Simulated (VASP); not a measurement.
# TaF3 (P4/mmm) in VASP: notebook

Runs on TaF3. Level: PBEsol. Tasks: single point.

Program: VASP 6.6.1. These are calculated values, not measurements. Logs are shortened: lines on timing, memory, paths and dates and some standing lists are left out, and cuts for length are marked.

## Step 1: The cell of the first run

It takes space group P4/mmm (No. 123, tetragonal). The conventional cell has a = 4.018 Å, b = 4.018 Å, c = 3.784 Å, α = 90.00°, β = 90.00°, γ = 90.00°. Ta (site symmetry 4/mmm) has 6 F at 1.89 to 2.01 Å within 2.5 Å. Within 2.9 Å of F (site symmetry mmm) lie 2 Ta at 2.01 Å and 8 F at 2.76 to 2.84 Å. Within 2.5 Å of F (site symmetry 4/mmm) lie 2 Ta at 1.89 Å.

## Step 2: Single point, PBEsol (strain +0.030 along x and y, -0.030 along z)

Contents of INCAR:

```
SYSTEM = TaF3
PREC = Accurate
ENCUT = 520
EDIFF = 1E-7
ISMEAR = 0
SIGMA = 0.15
LREAL = .False.
LASPH = .True.
NELM = 80
ALGO = Normal
ISIF = 2
LWAVE = .False.
LCHARG = .True.
GGA = PS
LELF = .True.
LVHAR = .True.
NBANDS = 24
```

Contents of KPOINTS:

```
regular mesh
0
Gamma
  12 12 12
  0 0 0
```

Contents of POSCAR:

```
TaF3
1.0
    4.0182360000      0.0000000000      0.0000000000
    0.0000000000      4.0182360000      0.0000000000
    0.0000000000      0.0000000000      3.7841640000
Ta F
1 3
Direct
    0.0000000000      0.0000000000      0.0000000000
    0.5000000000      0.0000000000      0.0000000000
    0.0000000000      0.5000000000      0.0000000000
    0.0000000000      0.0000000000      0.5000000000
```

Potentials or basis: VASP PAW PBE potentials, release 64 (Ta_pv, F).

Started as:

```bash
$ cat potpaw_PBE.64/Ta_pv/POTCAR potpaw_PBE.64/F/POTCAR > POTCAR
$ mpirun -np 1 vasp_std > vasp.out
```

OUTCAR:

```text
SYSTEM = TaF3
   PREC = Accurate
   ENCUT = 520
   EDIFF = 1E-7
   ISMEAR = 0
   LREAL = .False.
   LASPH = .True.
   NELM = 80
   ISIF = 2
   GGA = PS

 ion  position               nearest neighbor table
   1  0.000  0.000  0.000-   4 1.89   4 1.89   2 2.01   3 2.01   3 2.01   2 2.01
   2  0.500  0.000  0.000-   1 2.01   1 2.01
   3  0.000  0.500  0.000-   1 2.01   1 2.01
   4  0.000  0.000  0.500-   1 1.89   1 1.89

  LATTYP: Found a simple tetragonal cell.
 ALAT       =     4.0182360000
 C/A-ratio  =     0.9417475728

  Lattice vectors:

 A1 = (   4.0182360000,   0.0000000000,   0.0000000000)
 A2 = (   0.0000000000,   4.0182360000,   0.0000000000)
 A3 = (   0.0000000000,   0.0000000000,   3.7841640000)

Analysis of symmetry for initial positions (statically):
=====================================================================
 Subroutine PRICEL returns:
 Original cell was already a primitive cell.

 Routine SETGRP: Setting up the symmetry group for a
 simple tetragonal supercell.

 Subroutine GETGRP returns: Found 16 space group operations
 (whereof 16 operations were pure point group operations)
 out of a pool of 16 trial point group operations.

The static configuration has the point symmetry D_4h.

Analysis of symmetry for dynamics (positions and initial velocities):
=====================================================================
 Subroutine PRICEL returns:
 Original cell was already a primitive cell.

 Routine SETGRP: Setting up the symmetry group for a
 simple tetragonal supercell.

 Subroutine GETGRP returns: Found 16 space group operations
 (whereof 16 operations were pure point group operations)
 out of a pool of 16 trial point group operations.

The dynamic configuration has the point symmetry D_4h.

 Subroutine INISYM returns: Found 16 space group operations
 (whereof 16 operations are pure point group operations),
 and found     1 'primitive' translations

----------------------------------------------------------------------------------------

                                     Primitive cell

  volume of cell :      61.0999

  direct lattice vectors                    reciprocal lattice vectors
     4.018236000  0.000000000  0.000000000     0.248865423  0.000000000  0.000000000
     0.000000000  4.018236000  0.000000000     0.000000000  0.248865423  0.000000000
     0.000000000  0.000000000  3.784164000     0.000000000  0.000000000  0.264259160

  length of vectors
     4.018236000  4.018236000  3.784164000     0.248865423  0.248865423  0.264259160

  position of ions in fractional coordinates (direct lattice)
     0.000000000  0.000000000  0.000000000
     0.500000000  0.000000000  0.000000000
     0.000000000  0.500000000  0.000000000
     0.000000000  0.000000000  0.500000000

  ion indices of the primitive-cell ions
   primitive index   ion index
                 1           1
                 2           2
                 3           3
                 4           4

----------------------------------------------------------------------------------------

 KPOINTS: regular mesh

Automatic generation of k-mesh.
 Grid dimensions read from file:
 generate k-points for:   12   12   12

 Generating k-lattice:

  Cartesian coordinates                     Fractional coordinates (reciprocal lattice)
     0.020738785  0.000000000  0.000000000     0.083333333  0.000000000  0.000000000
     0.000000000  0.020738785  0.000000000     0.000000000  0.083333333  0.000000000
     0.000000000  0.000000000  0.022021597     0.000000000  0.000000000  0.083333333

  Length of vectors
     0.020738785  0.020738785  0.022021597

  Shift w.r.t. Gamma in fractional coordinates (k-lattice)
     0.000000000  0.000000000  0.000000000

 Subroutine IBZKPT returns following result:
 ===========================================

 Found    196 irreducible k-points:

 Following reciprocal coordinates:
            Coordinates               Weight
  0.000000  0.000000  0.000000      1.000000
  0.083333  0.000000  0.000000      4.000000
  0.166667  0.000000  0.000000      4.000000
  0.250000  0.000000  0.000000      4.000000
  0.333333  0.000000  0.000000      4.000000
  0.416667  0.000000  0.000000      4.000000
[... 16 lines left out ...]
  0.333333  0.333333  0.000000      4.000000
  0.416667  0.333333  0.000000      8.000000
 [... further k-points ...]
   k-points           NKPTS =    196   k-points in BZ     NKDIM =    196   number of bands    NBANDS=     24
   number of dos      NEDOS =    301   number of ions     NIONS =      4
   total plane-waves  NPLWV =  25200
   dimension x,y,z NGX =    30 NGY =   30 NGZ =   28
   dimension x,y,z NGXF=    60 NGYF=   60 NGZF=   56
   ions per type =               1   3
   NGX,Y,Z   is equivalent  to a cutoff of  12.41, 12.41, 12.30 a.u.
   NGXF,Y,Z  is equivalent  to a cutoff of  24.82, 24.82, 24.60 a.u.
 SYSTEM =  TaF3
   PREC   = accura    normal or accurate (medium, high low for compatibility)
   ISTART =      0    job   : 0-new  1-cont  2-samecut
   ICHARG =      2    charge: 1-file 2-atom 10-const
   ISPIN  =      1    spin polarized calculation?
   LNONCOLLINEAR =      F non collinear calculations
   LSORBIT =      F    spin-orbit coupling
   LASPH  =      T    aspherical Exc in radial PAW
   ENCUT  =  520.0 eV  38.22 Ry    6.18 a.u.   7.47  7.47  7.04*2*pi/ulx,y,z
   NELM   =     80;   NELMIN=  2; NELMDL= -5     # of ELM steps
   EDIFF  = 0.1E-06   stopping-criterion for ELM
   LREAL  =      F    real-space projection
   EDIFFG = 0.1E-05   stopping-criterion for IOM
   NSW    =      0    number of steps for IOM
   IBRION =     -1    ionic relax: 0-MD 1-quasi-New 2-CG
   NFREE  =      0    steps in history (QN), initial steepest desc. (CG)
   ISIF   =      2    stress and relaxation
   ISYM   =      2    0-nonsym 1-usesym 2-fastsym
   POTIM  = 0.5000    time-step for ionic-motion
   TEBEG  =    0.0;   TEEND  =   0.0 temperature during run
   PSTRESS=    0.0 pullay stress
   NELECT =      32.0000    total number of electrons
   NUPDOWN=      -1.0000    fix difference up-down
   EMIN   =  10.00;   EMAX   =-10.00  energy-range for DOS
   EFERMI =   0.00;   METHOD = LEGACY
   ISMEAR =     0;   SIGMA  =   0.15  broadening in eV -4-tet -1-fermi 0-gaus
   EFERMI_NEDOS =   21; number of points for ismear=-14 and -15
   IALGO  =     38    algorithm
   IMIX   =      4    mixing-type and parameters
     AMIX     =   0.40;   BMIX     =  1.00
     AMIX_MAG =   1.60;   BMIX_MAG =  1.00
  volume/ion in A,a.u.               =      15.27       103.08
  Fermi-wavevector in a.u.,A,eV,Ry     =   1.319607  2.493695 23.692670  1.741362
  Thomas-Fermi vector in A             =   2.449493
   LORBIT       =      0    0 simple, 1 ext, 2 COOP (PROOUT), +10 PAW based schemes
   GGA     = PS    functional components
   LHFCALC =     F    Hartree Fock is set to
   AEXX    =    0.0000 exact exchange contribution
   IVDW    =     0    specifies the selected vdW correction
   LEPSILON=     F    determine dielectric tensor
   LRPA    =     F    only Hartree local field effects (RPA)
 non-spin polarized calculation
 Gauss-broadening in eV      SIGMA  =   0.15
  energy-cutoff  :      520.00
  volume of cell :       61.10
 maximum number of plane-waves:      1668
 NGX is ok and might be reduce to    30
   NGX = 15   NGY = 15   NGZ = 15

 number of electron      31.9999956 magnetization

 Free energy of the ion-electron system (eV)
  ---------------------------------------------------
  ext. energy  EPLUGINS =         0.00000000
  ---------------------------------------------------
  free energy    TOTEN  =       -27.41083797 eV

  energy without entropy =      -27.38048765  energy(sigma->0) =      -27.39566281

 E-fermi :   4.4770     XC(G=0):  -9.0567

 val. band max:        4.4726018748   @ k =   0.3333   0.0000   0.4167
 cond. band min:       4.4820574750   @ k =   0.3333   0.0000   0.5000
 fundamental gap:      0.0094556002
 Fermi energy:         4.4770438436

 k-point     1 :       0.0000    0.0000    0.0000
  band No.  band energies     occupation
      1     -32.6627      2.00000
      2     -32.3822      2.00000
      3     -32.3822      2.00000
      4     -24.8174      2.00000
      5     -23.6527      2.00000
      6     -23.4608      2.00000
[... 16 lines left out ...]
     23      13.0690      0.00000
     24      13.5062      0.00000

 k-point     2 :       0.0833    0.0000    0.0000
  band No.  band energies     occupation
      1     -32.6625      2.00000
      2     -32.3997      2.00000
      3     -32.3819      2.00000
      4     -24.8159      2.00000
      5     -23.6255      2.00000
      6     -23.4303      2.00000
[... 16 lines left out ...]
     23      13.0277      0.00000
     24      13.5396      0.00000

 k-point     3 :       0.1667    0.0000    0.0000
  band No.  band energies     occupation
      1     -32.6618      2.00000
      2     -32.4469      2.00000
      3     -32.3812      2.00000
      4     -24.8122      2.00000
      5     -23.5850      2.00000
      6     -23.3116      2.00000
[... 16 lines left out ...]
     23      13.1948      0.00000
     24      13.6463      0.00000

 k-point     4 :       0.2500    0.0000    0.0000
  band No.  band energies     occupation
      1     -32.6609      2.00000
      2     -32.5098      2.00000
      3     -32.3802      2.00000
      4     -24.8081      2.00000
      5     -23.5657      2.00000
      6     -23.1093      2.00000
[... 16 lines left out ...]
     23      13.4630      0.00000
     24      13.8429      0.00000

 k-point     5 :       0.3333    0.0000    0.0000
  band No.  band energies     occupation
      1     -32.6599      2.00000
      2     -32.5709      2.00000
      3     -32.3792      2.00000
      4     -24.8044      2.00000
      5     -23.5571      2.00000
      6     -22.8900      2.00000
[... 451 lines left out ...]
 k-point    22 :       0.5000    0.2500    0.0000
  band No.  band energies     occupation
      1     -32.6571      2.00000
      2     -32.6282      2.00000
      3     -32.5057      2.00000
      4     -24.7926      2.00000
      5     -23.1153      2.00000
      6     -22.6578      2.00000
[... 16 lines left out ...]
     23      12.2163      0.00000
     24      12.6961      0.00000

 k-point    23 :       0.3333    0.3333    0.0000
  band No.  band energies     occupation
      1     -32.6572      2.00000
      2     -32.5681      2.00000
      3     -32.5674      2.00000
      4     -24.7927      2.00000
      5     -22.9173      2.00000
      6     -22.8632      2.00000
[... 16 lines left out ...]
     23      10.5704      0.00000
     24      13.2270      0.00000

 k-point    24 :       0.4167    0.3333    0.0000
  band No.  band energies     occupation
      1     -32.6565      2.00000
      2     -32.6114      2.00000
      3     -32.5670      2.00000
      4     -24.7904      2.00000
      5     -22.8904      2.00000
      6     -22.7188      2.00000
[... 16 lines left out ...]
     23      10.8883      0.00000
     24      12.5072      0.00000

 [... further k-points ...]

------------------------ aborting loop because EDIFF is reached ----------------------------------------

  FORCE on cell =-STRESS in cart. coord.  units (eV):
  Direction    XX          YY          ZZ          XY          YZ          ZX
  --------------------------------------------------------------------------------------
  -------------------------------------------------------------------------------------
  Total        3.0212454      3.0212454     13.0898905      0.0000000      0.0000000      0.0000000
  in kB       79.2238164     79.2238164    343.2462208      0.0000000      0.0000000      0.0000000
  external PRESSURE =     167.2312845 kB  Pullay stress =       0.0000000 kB

 VOLUME and BASIS-vectors are now :
 -----------------------------------------------------------------------------
  energy-cutoff  :      520.00
  volume of cell :       61.10
      direct lattice vectors                 reciprocal lattice vectors
     4.018236000  0.000000000  0.000000000     0.248865423  0.000000000  0.000000000
     0.000000000  4.018236000  0.000000000     0.000000000  0.248865423  0.000000000
     0.000000000  0.000000000  3.784164000     0.000000000  0.000000000  0.264259160

 POSITION                                       TOTAL-FORCE (eV/Angst)
 -----------------------------------------------------------------------------------
      0.00000      0.00000      0.00000         0.000000      0.000000      0.000000
      2.00912      0.00000      0.00000         0.000000      0.000000      0.000000
      0.00000      2.00912      0.00000         0.000000      0.000000      0.000000
      0.00000      0.00000      1.89208         0.000000      0.000000      0.000000
 -----------------------------------------------------------------------------------
    total drift:                                0.000000      0.000000      0.000000

  FREE ENERGIE OF THE ION-ELECTRON SYSTEM (eV)
  ---------------------------------------------------
  free  energy   TOTEN  =       -27.4108379721 eV

  energy  without entropy=      -27.3804876460  energy(sigma->0) =      -27.39566281
```

Wall time 4.1 min (1 thread of Intel Xeon Platinum 8259CL at 2.50GHz (Skylake/Cascade Lake), shared host); peak memory 0.35 GiB.

What came out:

| Property | Result |
| --- | --- |
| Free energy | -27.4108 eV |
| Pressure | 16.7 GPa |
| Band gap on the k mesh | zero (bands 16 and 17 overlap by 2.70 eV) |

Stress tensor (GPa, compression positive):
```
 7.92  0.00  0.00
 0.00  7.92  0.00
 0.00  0.00 34.32
```

Levels at points of the mesh, in eV from the Fermi level:
```tsv
k point	band 12	band 13	band 14	band 15	band 16	band 17	band 18	band 19	band 20	band 21
(0.00, 0.00, 0.00)	-8.83	-8.67	-8.67	-8.64	-1.20	-1.20	-1.17	-0.43	2.06	2.95
(0.50, 0.00, 0.00)	-9.34	-9.15	-8.96	-8.73	-1.14	0.19	0.23	1.82	2.48	3.23
(0.50, 0.50, 0.00)	-9.80	-9.31	-9.31	-8.07	0.27	0.27	1.23	4.00	4.93	4.93
(0.00, 0.00, 0.50)	-9.35	-8.83	-8.66	-8.66	-1.04	0.72	0.72	2.01	2.21	2.74
(0.50, 0.00, 0.50)	-9.32	-9.07	-8.99	-8.38	0.37	0.81	1.64	2.68	5.09	5.10
(0.50, 0.50, 0.50)	-10.51	-8.37	-8.37	-8.06	1.50	1.88	1.88	3.95	6.53	7.20
```

Caveat: the cell differs from its parent crystal (strain +0.030 along x and y, -0.030 along z); the stress differs along the axes, from 8 to 34 GPa; the PAW data sets were made with another functional, which shifts forces and pressure a little; spin-orbit coupling is left out, which moves the levels of the heavy elements.

(Part 1 of 2 ends here.)
